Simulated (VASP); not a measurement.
# ScW (P6/mmm) in VASP: a series of runs

Runs on ScW. Level: PBE. Tasks: single point.

Program: VASP 6.6.1. These are calculated values, not measurements. Logs are shortened: lines on timing, memory, paths and dates and some standing lists are left out, and cuts for length are marked.

### 1 The cell of the first run

It takes space group P6/mmm (No. 191, hexagonal). The conventional cell has a = 2.836 Å, b = 2.836 Å, c = 5.527 Å, α = 90.00°, β = 90.00°, γ = 120.00°. Sc (site symmetry 6/mmm) has 2 W at 2.76 Å and 6 Sc at 2.84 Å within 3.6 Å. Within 3.6 Å of W (site symmetry 6/mmm) lie 2 Sc at 2.76 Å and 6 W at 2.84 Å.

The cell was generated, and may not be a known phase.

### 2 Single point, PBE

INCAR reads:

```
PREC = Accurate
ENCUT = 500
EDIFF = 1E-6
ISMEAR = 0
SIGMA = 0.2
LREAL = F
LASPH = T
NELM = 120
ALGO = Normal
ISIF = 2
LWAVE = F
LCHARG = F
GGA = PE
NBANDS = 20
GGA_COMPAT = F
```

KPOINTS reads:

```
Automatic mesh
0
Gamma
  7 7 5
```

POSCAR reads:

```
ScW
1.0
    2.8363116272      0.0000000024      0.0000000000
   -1.4181558157      2.4563179210      0.0000000000
    0.0000000000      0.0000000000      5.5267555959
Sc W
1 1
Direct
    0.0000000000      0.0000000000      0.5000000000
    0.0000000000      0.0000000000      0.0000000000
```

Potentials or basis: VASP PAW PBE potentials, release 64 (Sc_sv, W_sv).

The run is started by

```sh
cat potpaw_PBE.64/Sc_sv/POTCAR potpaw_PBE.64/W_sv/POTCAR > POTCAR
mpirun -np 1 vasp_std > vasp.out
```

OUTCAR:

```text
PREC = Accurate
   ENCUT = 500
   EDIFF = 1E-6
   ISMEAR = 0
   LREAL = F
   LASPH = T
   NELM = 120
   ISIF = 2
   GGA = PE

 ion  position               nearest neighbor table
   1  0.000  0.000  0.500-   2 2.76   2 2.76
   2  0.000  0.000  0.000-   1 2.76   1 2.76

  LATTYP: Found a hexagonal cell.
 ALAT       =     2.8363116272
 C/A-ratio  =     1.9485713569

  Lattice vectors:

 A1 = (   2.8363116272,   0.0000000024,   0.0000000000)
 A2 = (  -1.4181558157,   2.4563179210,   0.0000000000)
 A3 = (   0.0000000000,   0.0000000000,   5.5267555959)

Analysis of symmetry for initial positions (statically):
=====================================================================
 Subroutine PRICEL returns:
 Original cell was already a primitive cell.

 Routine SETGRP: Setting up the symmetry group for a
 hexagonal supercell.

 Subroutine GETGRP returns: Found 24 space group operations
 (whereof 24 operations were pure point group operations)
 out of a pool of 24 trial point group operations.

The static configuration has the point symmetry D_6h.

Analysis of symmetry for dynamics (positions and initial velocities):
=====================================================================
 Subroutine PRICEL returns:
 Original cell was already a primitive cell.

 Routine SETGRP: Setting up the symmetry group for a
 hexagonal supercell.

 Subroutine GETGRP returns: Found 24 space group operations
 (whereof 24 operations were pure point group operations)
 out of a pool of 24 trial point group operations.

The dynamic configuration has the point symmetry D_6h.

 Subroutine INISYM returns: Found 24 space group operations
 (whereof 24 operations are pure point group operations),
 and found     1 'primitive' translations

----------------------------------------------------------------------------------------

                                     Primitive cell

  volume of cell :      38.5043

  direct lattice vectors                    reciprocal lattice vectors
     2.836311627  0.000000002  0.000000000     0.352570567  0.203556712  0.000000000
    -1.418155816  2.456317921  0.000000000    -0.000000000  0.407113424  0.000000000
     0.000000000  0.000000000  5.526755596     0.000000000  0.000000000  0.180937981

  length of vectors
     2.836311627  2.836311627  5.526755596     0.407113424  0.407113424  0.180937981

[... 74 lines left out ...]
   LNONCOLLINEAR =      F non collinear calculations
   LSORBIT =      F    spin-orbit coupling
   LASPH  =      T    aspherical Exc in radial PAW
   ENCUT  =  500.0 eV  36.75 Ry    6.06 a.u.   5.17  5.17 10.08*2*pi/ulx,y,z
   NELM   =    120;   NELMIN=  2; NELMDL= -5     # of ELM steps
   EDIFF  = 0.1E-05   stopping-criterion for ELM
   LREAL  =      F    real-space projection
   EDIFFG = 0.1E-04   stopping-criterion for IOM
   NSW    =      0    number of steps for IOM
   IBRION =     -1    ionic relax: 0-MD 1-quasi-New 2-CG
   NFREE  =      0    steps in history (QN), initial steepest desc. (CG)
   ISIF   =      2    stress and relaxation
   ISYM   =      2    0-nonsym 1-usesym 2-fastsym
   POTIM  = 0.5000    time-step for ionic-motion
   TEBEG  =    0.0;   TEEND  =   0.0 temperature during run
   PSTRESS=    0.0 pullay stress
   NELECT =      25.0000    total number of electrons
   NUPDOWN=      -1.0000    fix difference up-down
   EMIN   =  10.00;   EMAX   =-10.00  energy-range for DOS
   EFERMI =   0.00;   METHOD = LEGACY
   ISMEAR =     0;   SIGMA  =   0.20  broadening in eV -4-tet -1-fermi 0-gaus
   EFERMI_NEDOS =   21; number of points for ismear=-14 and -15
   IALGO  =     38    algorithm
   IMIX   =      4    mixing-type and parameters
     AMIX     =   0.40;   BMIX     =  1.00
     AMIX_MAG =   1.60;   BMIX_MAG =  1.00
  volume/ion in A,a.u.               =      19.25       129.92
  Fermi-wavevector in a.u.,A,eV,Ry     =   1.417594  2.678864 27.341902  2.009573
  Thomas-Fermi vector in A             =   2.538808
   LORBIT       =      0    0 simple, 1 ext, 2 COOP (PROOUT), +10 PAW based schemes
   GGA     = PE    functional components
   LHFCALC =     F    Hartree Fock is set to
   AEXX    =    0.0000 exact exchange contribution
   IVDW    =     0    specifies the selected vdW correction
   LEPSILON=     F    determine dielectric tensor
   LRPA    =     F    only Hartree local field effects (RPA)
 non-spin polarized calculation
 Gauss-broadening in eV      SIGMA  =   0.20
  energy-cutoff  :      500.00
  volume of cell :       38.50
 maximum number of plane-waves:       988
 NGX is ok and might be reduce to    24
   NGX = 11   NGY = 11   NGZ = 21

 number of electron      25.0000002 magnetization

 Free energy of the ion-electron system (eV)
  ---------------------------------------------------
  ext. energy  EPLUGINS =         0.00000000
  ---------------------------------------------------
  free energy    TOTEN  =       -17.42515685 eV

  energy without entropy =      -17.36006313  energy(sigma->0) =      -17.39260999

 E-fermi :   6.7632     XC(G=0): -11.6713

 val. band max:        6.6964636269   @ k =   0.2857   0.1429   0.2000
 cond. band min:       6.7934529639   @ k =   0.2857   0.1429   0.4000
 fundamental gap:      0.0969893370
 Fermi energy:         6.7631972550

 k-point     1 :       0.0000    0.0000    0.0000
  band No.  band energies     occupation
      1     -67.0208      2.00000
      2     -41.9304      2.00000
      3     -31.3534      2.00000
      4     -30.6791      2.00000
      5     -30.6791      2.00000
      6     -20.5762      2.00000
[... 541 lines left out ...]
     19      14.3229      0.00000
     20      14.9619      0.00000

------------------------ aborting loop because EDIFF is reached ----------------------------------------

  FORCE on cell =-STRESS in cart. coord.  units (eV):
  Direction    XX          YY          ZZ          XY          YZ          ZX
  --------------------------------------------------------------------------------------
  -------------------------------------------------------------------------------------
  Total        0.0563897      0.0563897      0.1410915     -0.0000000     -0.0000000     -0.0000000
  in kB        2.3463982      2.3463982      5.8708729     -0.0000000     -0.0000000     -0.0000000
  external PRESSURE =       3.5212231 kB  Pullay stress =       0.0000000 kB

 VOLUME and BASIS-vectors are now :
 -----------------------------------------------------------------------------
  energy-cutoff  :      500.00
  volume of cell :       38.50
      direct lattice vectors                 reciprocal lattice vectors
     2.836311627  0.000000002  0.000000000     0.352570567  0.203556712  0.000000000
    -1.418155816  2.456317921  0.000000000    -0.000000000  0.407113424  0.000000000
     0.000000000  0.000000000  5.526755596     0.000000000  0.000000000  0.180937981

 POSITION                                       TOTAL-FORCE (eV/Angst)
 -----------------------------------------------------------------------------------
      0.00000      0.00000      2.76338         0.000000      0.000000      0.000000
      0.00000      0.00000      0.00000        -0.000000      0.000000      0.000000
 -----------------------------------------------------------------------------------
    total drift:                                0.000000     -0.000000      0.000000

  FREE ENERGIE OF THE ION-ELECTRON SYSTEM (eV)
  ---------------------------------------------------
  free  energy   TOTEN  =       -17.4251568546 eV

  energy  without entropy=      -17.3600631259  energy(sigma->0) =      -17.39260999
```

It took 20 s on 1 thread of Intel Xeon 8259CL, shared host; peak memory 0.17 GiB.

What came out:

| Quantity | Value |
| --- | --- |
| Free energy | -17.4252 eV |
| Pressure | 0.4 GPa |
| Band gap on the k mesh | zero (an odd number of electrons rules out a gap without spin polarisation) |

Stress tensor (GPa, compression positive):
```
0.23 0.00 0.00
0.00 0.23 0.00
0.00 0.00 0.59
```

Caveat: the k points lie up to 0.37 Å⁻¹ apart, too coarse for converged energies and pressures of a metal; spin-orbit coupling is left out, which moves the levels of the heavy elements.

### 3 Single point, PBE

This run uses another cell than the first one, of 19.21 Å³/atom.

INCAR reads:

```
PREC     = Accurate       # precision mode
ENCUT    = 500            # plane-wave cutoff, eV
EDIFF    = 1E-6           # SCF threshold, eV
ISMEAR   = 0              # smearing method
SIGMA    = 0.2            # smearing width, eV
LREAL    = False          # projectors in reciprocal space
LASPH    = True           # aspherical terms in the spheres
NELM     = 120            # most SCF steps
ALGO     = Normal         # electronic algorithm
ISIF     = 2              # what is computed and relaxed
LWAVE    = False          # write WAVECAR
LCHARG   = False          # write CHGCAR
GGA      = PE             # functional
NBANDS   = 20             # bands
GGA_COMPAT= False
```

KPOINTS reads:

```
Automatic mesh
0
Gamma
  8 8 4
```

POSCAR reads:

```
ScW
1.0
    2.8333137526      0.0000000000      0.0000000000
   -1.4166568763      2.4537216867      0.0000000000
    0.0000000000      0.0000000000      5.5253471114
Sc W
1 1
Direct
    0.0000000000      0.0000000000      0.0000000000
    0.0000000000      0.0000000000      0.5000000000
```

Potentials or basis: VASP PAW PBE potentials, release 64 (Sc_sv, W_sv).

The run is started by

```sh
cat potpaw_PBE.64/Sc_sv/POTCAR potpaw_PBE.64/W_sv/POTCAR > POTCAR
mpirun -np 1 vasp_std > vasp.out
```

Run time: 20 s. Hardware: 1 thread of Intel Xeon 8259CL, shared host; peak memory 0.17 GiB.

Results (log left out):

```yaml
Free_energy: -17.4553 eV
Pressure: 0.2 GPa
Band_gap_on_the_k_mesh: zero (an odd number of electrons rules out a gap without spin polarisation)
```

Stress tensor (GPa, compression positive):
```
 0.25  0.00  0.00
 0.00  0.25  0.00
 0.00  0.00 -0.02
```

Levels at points of the mesh, in eV from the Fermi level:
```
           k point  band 9  band 10  band 11  band 12  band 13  band 14  band 15  band 16
(0.00, 0.00, 0.00)   -7.09    -3.44    -1.39    -0.44     0.10     0.10     2.38     2.38
(0.50, 0.00, 0.00)   -4.12    -3.42    -1.57    -0.64     0.82     1.37     2.35     4.68
(0.00, 0.00, 0.50)   -6.54    -3.95    -1.80     0.11     0.12     0.12     2.33     2.33
(0.50, 0.00, 0.50)   -3.96    -2.75    -1.19    -0.99     0.29     1.91     2.21     3.71
```

Caveat: spin-orbit coupling is left out, which moves the levels of the heavy elements.

The gap in the log of VASP goes by the Fermi energy; the results here count the filled bands.